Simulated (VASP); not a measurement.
SiSbTe3:

```
CELL_PARAMETERS angstrom
3.47664 2.00724 3.56827
-3.47664 2.00724 3.56827
0.00000 -4.01448 3.56827
ATOMIC_POSITIONS crystal
Si 0.23467 0.23467 0.23467
Sb 0.45676 0.45676 0.45676
Te 0.49049 0.01618 0.49049
Te 0.49049 0.49049 0.01618
Te 0.01618 0.49049 0.49049
```

- Program: VASP 6.6.1
- Task: relaxation of cell and atoms
- Functional: PBE
- Potentials or basis: VASP PAW PBE potentials, release 64 (Si, Sb, Te)
- Cutoff: 600 eV
- k mesh: 3 × 3 × 3
- Occupations: gaussian, width 0.1 eV
- Spin: no spin polarisation

At the start: pressure 48.4 GPa; volume 29.88 Å³/atom.

**Question.** Where does the relaxation end?

**Answer.** Over 32 steps the energy falls by 2215.8 meV/atom and the volume is 43.39 Å³/atom (+45.2 %); space group R3m (No. 160, to 0.05 Å).

Step by step:
```tsv
step	energy change (eV)	largest force (eV/Å)	pressure (GPa)	volume (Å³)
1	0.0000	17.2059	48.41	149.41
2	-5.5644	0.8898	-1.31	441.90
3	-5.7817	0.9801	-1.54	422.46
4	-6.0272	1.0759	-1.79	403.01
5	-9.1775	1.4449	-2.79	255.62
6	-10.5096	1.2197	1.47	197.79
7	-10.5126	1.1273	2.18	194.03
8	-10.5136	1.1798	1.79	196.06
9	-10.7425	0.7310	-0.54	207.61
10	-10.7619	0.6457	-1.27	212.63
11	-10.8576	0.2653	-0.30	207.30
12	-10.8672	0.3485	0.20	205.10
13	-10.8765	0.3524	0.05	205.96
14	-10.8940	0.3968	-0.37	208.54
15	-10.8921	0.5917	-1.06	213.68
16	-10.8990	0.4688	-0.70	210.78
17	-10.9026	0.4832	-0.68	210.72
18	-10.9135	0.5268	-0.63	210.52
19	-10.9359	0.6048	-0.49	210.12
20	-10.9795	0.6859	-0.11	209.32
21	-11.0101	0.4870	1.10	207.69
22	-11.0145	0.5663	0.60	208.27
23	-11.0367	0.3912	0.67	209.37
24	-11.0523	0.3246	0.86	211.17
25	-11.0695	0.1572	0.34	214.19
26	-11.0745	0.0929	-0.13	217.23
27	-11.0745	0.0905	-0.10	217.03
28	-11.0766	0.0483	-0.06	216.97
29	-11.0780	0.0521	0.00	216.87
30	-11.0780	0.0627	0.01	216.86
31	-11.0783	0.0533	-0.02	216.88
32	-11.0788	0.0257	-0.08	216.94
```

Final structure:
```
CELL_PARAMETERS angstrom
3.81270 2.20126 4.30799
-3.81270 2.20126 4.30799
0.00000 -4.40252 4.30799
ATOMIC_POSITIONS crystal
Si 0.19618 0.19618 0.19618
Sb 0.52282 0.52282 0.52282
Te 0.48204 0.00553 0.48204
Te 0.48204 0.48204 0.00553
Te 0.00553 0.48204 0.48204
```

Caveat: the k points lie up to 0.36 Å⁻¹ apart in the final cell; the volume moved by over 15 % at a fixed basis, so the end points are rough.
